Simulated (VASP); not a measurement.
# BaH2 (P6_3/mmc) in VASP: further runs, part 2 of 2

VASP 6.6.1. Earlier steps stand in the parts before.

### 3 Relaxation of cell and atoms, PBEsol, target pressure 2 GPa, at which the enthalpy is minimised

INCAR

```
PREC     = Accurate       # precision mode
ENCUT    = 500            # plane-wave cutoff, eV
EDIFF    = 1E-7           # SCF threshold, eV
ISMEAR   = 0              # smearing method
SIGMA    = 0.02           # smearing width, eV
LREAL    = F              # projectors in reciprocal space
LASPH    = T              # aspherical terms in the spheres
NELM     = 120            # most SCF steps
ALGO     = Normal         # electronic algorithm
ISIF     = 3              # what is computed and relaxed
LWAVE    = F              # write WAVECAR
LCHARG   = F              # write CHGCAR
GGA      = PS             # functional
IBRION   = 2              # ionic algorithm
NSW      = 70             # ionic steps
EDIFFG   = -0.004         # ionic threshold
PSTRESS  = 20.0         
GGA_COMPAT= F            
NELMIN   = 4
```

KPOINTS

```
regular mesh
0
Gamma
  9 9 6
```

POSCAR

```
BaH2
1.0
    4.3283051684      0.0000000000      0.0000000000
   -2.1641525842      3.7484222312      0.0000000000
    0.0000000000      0.0000000000      5.6346746576
Ba H
2 4
Direct
    0.6666666667      0.3333333333      0.7500000000
    0.3333333333      0.6666666667      0.2500000000
    0.3333333333      0.6666666667      0.7500000000
    0.6666666667      0.3333333333      0.2500000000
    0.0000000000      0.0000000000      0.5000000000
    0.0000000000      0.0000000000      0.0000000000
```

Potentials or basis: VASP PAW PBE potentials, release 64 (Ba_sv, H).

On the command line:

```bash
$ cat potpaw_PBE.64/Ba_sv/POTCAR potpaw_PBE.64/H/POTCAR > POTCAR
$ mpirun -np 1 vasp_std > vasp.out
```

OUTCAR:

```text
PREC = Accurate
   ENCUT = 500
   EDIFF = 1E-7
   ISMEAR = 0
   LREAL = F
   LASPH = T
   NELM = 120
   ISIF = 3
   GGA = PS
   IBRION = 2
   NSW = 70
   EDIFFG = -0.004
   PSTRESS = 20.0
   NELMIN = 4

 ion  position               nearest neighbor table
   1  0.667  0.333  0.750-   3 2.50   3 2.50   3 2.50   4 2.82   4 2.82   2 3.77   2 3.77   2 3.77
                             2 3.77   2 3.77   2 3.77
   2  0.333  0.667  0.250-   4 2.50   4 2.50   4 2.50   3 2.82   3 2.82   1 3.77   1 3.77   1 3.77
                             1 3.77   1 3.77   1 3.77
   3  0.333  0.667  0.750-   1 2.50   1 2.50   1 2.50   2 2.82   2 2.82
   4  0.667  0.333  0.250-   2 2.50   2 2.50   2 2.50   1 2.82   1 2.82
   5  0.000  0.000  0.500-
   6  0.000  0.000  0.000-

  LATTYP: Found a hexagonal cell.
 ALAT       =     4.3283051684
 C/A-ratio  =     1.3018200978

  Lattice vectors:

 A1 = (   4.3283051684,   0.0000000000,   0.0000000000)
 A2 = (  -2.1641525842,   3.7484222312,   0.0000000000)
 A3 = (   0.0000000000,   0.0000000000,   5.6346746576)

Analysis of symmetry for initial positions (statically):
=====================================================================
 Subroutine PRICEL returns:
 Original cell was already a primitive cell.

 Routine SETGRP: Setting up the symmetry group for a
 hexagonal supercell.

 Subroutine GETGRP returns: Found 24 space group operations
 (whereof 12 operations were pure point group operations)
 out of a pool of 24 trial point group operations.

The static configuration has the point symmetry D_3d.
 The point group associated with its full space group is D_6h.

Analysis of symmetry for dynamics (positions and initial velocities):
=====================================================================
 Subroutine PRICEL returns:
 Original cell was already a primitive cell.

 Routine SETGRP: Setting up the symmetry group for a
[... 136 lines left out ...]
  volume/ion in A,a.u.               =      15.24       102.82
  Fermi-wavevector in a.u.,A,eV,Ry     =   1.048255  1.980914 14.950599  1.098838
  Thomas-Fermi vector in A             =   2.183169
   LORBIT       =      0    0 simple, 1 ext, 2 COOP (PROOUT), +10 PAW based schemes
   GGA     = PS    functional components
   LHFCALC =     F    Hartree Fock is set to
   AEXX    =    0.0000 exact exchange contribution
   IVDW    =     0    specifies the selected vdW correction
   LEPSILON=     F    determine dielectric tensor
   LRPA    =     F    only Hartree local field effects (RPA)
 conjugate gradient relaxation of ions
 non-spin polarized calculation
 Gauss-broadening in eV      SIGMA  =   0.02
  energy-cutoff  :      500.00
  volume of cell :       91.42
 maximum number of plane-waves:      2352
 NGX is ok and might be reduce to    32
   NGX = 15   NGY = 15   NGZ = 21

--------------------------------------- Ionic step        1  -------------------------------------------

 number of electron      23.9999994 magnetization

 Free energy of the ion-electron system (eV)
  ---------------------------------------------------
  ext. energy  EPLUGINS =         0.00000000
  ---------------------------------------------------
  free energy    TOTEN  =       -20.40043827 eV

  energy without entropy =      -20.40043827  energy(sigma->0) =      -20.40043827

------------------------ aborting loop because EDIFF is reached ----------------------------------------

  FORCE on cell =-STRESS in cart. coord.  units (eV):
  Direction    XX          YY          ZZ          XY          YZ          ZX
  --------------------------------------------------------------------------------------
  -------------------------------------------------------------------------------------
  Total        1.7137020      1.7137020      1.7117338      0.0000000      0.0000000      0.0000000
  in kB       30.0338259     30.0338259     29.9993319      0.0000000      0.0000000      0.0000000
  external PRESSURE =      10.0223279 kB  Pullay stress =      20.0000000 kB
[... 155 lines left out ...]
--------------------------------------- Ionic step        5  -------------------------------------------

 number of electron      23.9999997 magnetization

 Free energy of the ion-electron system (eV)
  ---------------------------------------------------
  ext. energy  EPLUGINS =         0.00000000
  ---------------------------------------------------
  free energy    TOTEN  =       -20.43232887 eV

  energy without entropy =      -20.43232887  energy(sigma->0) =      -20.43232887

 E-fermi :   1.5923     XC(G=0):  -9.2827

 val. band max:        1.4802850836   @ k =   0.0000   0.0000   0.1667
 cond. band min:       3.0622935556   @ k =   0.3333   0.3333   0.5000
 fundamental gap:      1.5820084721
 Fermi energy:         1.5922719797

 k-point     1 :       0.0000    0.0000    0.0000
  band No.  band energies     occupation
      1     -25.4413      2.00000
      2     -25.1420      2.00000
      3     -11.4936      2.00000
      4     -10.4540      2.00000
      5     -10.4540      2.00000
      6     -10.0713      2.00000
[... 433 lines left out ...]
      3     -11.0492      2.00000
      4     -11.0492      2.00000
      5     -11.0226      2.00000
      6     -10.3871      2.00000
[... 8 lines left out ...]
     15       5.7695      0.00000
     16       7.0473      0.00000

 [... further k-points ...]
[... 5 lines left out ...]
  --------------------------------------------------------------------------------------
  -------------------------------------------------------------------------------------
  Total        1.1646642      1.1646642      1.1674306      0.0000000     -0.0000000      0.0000000
  in kB       19.9637303     19.9637303     20.0111497      0.0000000     -0.0000000      0.0000000
  external PRESSURE =      -0.0204632 kB  Pullay stress =      20.0000000 kB
[... 25 lines left out ...]
  energy  without entropy=      -20.4323288696  energy(sigma->0) =      -20.43232887

  enthalpy is  TOTEN    =       -19.2655487030 eV   P V=        1.1667801667

 reached required accuracy - stopping structural energy minimisation
```

CONTCAR:

```text
BaH2
   1.00000000000000
     4.3525476612333662    0.0000000000000000    0.0000000000000000
    -2.1762738306166831    3.7694168458484709    0.0000000000000000
     0.0000000000000000   -0.0000000000000000    5.6970748107648337
  Ba              H
     2     4
Direct
     0.6666666667000030    0.3333333332999970    0.7500000000000000
     0.3333333332999970    0.6666666667000030    0.2500000000000000
     0.3333333332999970    0.6666666667000030    0.7500000000000000
     0.6666666667000030    0.3333333332999970    0.2500000000000000
     0.0000000000000000    0.0000000000000000    0.5000000000000000
     0.0000000000000000    0.0000000000000000    0.0000000000000000

  0.00000000E+00  0.00000000E+00  0.00000000E+00
  0.00000000E+00  0.00000000E+00  0.00000000E+00
  0.00000000E+00  0.00000000E+00  0.00000000E+00
  0.00000000E+00  0.00000000E+00  0.00000000E+00
  0.00000000E+00  0.00000000E+00  0.00000000E+00
  0.00000000E+00  0.00000000E+00  0.00000000E+00
```

It took 5.8 min on 1 thread of Intel Xeon 8259CL, shared host; peak memory 0.24 GiB.

Results:

| Item | Value |
| --- | --- |
| Free energy | -20.4323 eV |
| Relaxed volume | 15.58 Å³/atom |
| Relaxed cell | a = 4.353 Å, b = 4.353 Å, c = 5.697 Å, α = 90.00°, β = 90.00°, γ = 120.00° |
| Space group after relaxing (to 0.1 Å) | P6_3/mmc (No. 194) |
| Energy change on relaxing (the run minimises the enthalpy) | -5.3 meV/atom |
| Ionic steps | 5 |
| Pressure after relaxing | 2.0 GPa |
| Band gap on the k mesh | 1.58 eV (least direct gap 2.39 eV) |

The path:
```csv
step,energy change (eV),largest force (eV/Å),pressure (GPa),volume (Å³)
1,0.0000,0.0000,3.00,91.42
2,-0.0211,0.0000,2.33,92.69
3,-0.0299,0.0000,2.00,93.34
4,-0.0307,0.0000,2.00,93.39
5,-0.0319,0.0000,2.00,93.47
```

Final structure:
```
Ba H
1.0
     4.35255    0.00000    0.00000
    -2.17627    3.76942    0.00000
     0.00000    0.00000    5.69707
Ba H
2 4
Direct
  0.66667 0.33333 0.75000
  0.33333 0.66667 0.25000
  0.33333 0.66667 0.75000
  0.66667 0.33333 0.25000
  0.00000 0.00000 0.50000
  0.00000 0.00000 0.00000
```

Caveat: the cell is relaxed towards a set pressure, so the run minimises the enthalpy, not the energy; the PAW data sets were made with another functional, which shifts forces and pressure a little; spin-orbit coupling is left out, which moves the levels of the heavy elements; an odd mesh through Γ misses points on the zone boundary, where band edges can lie.
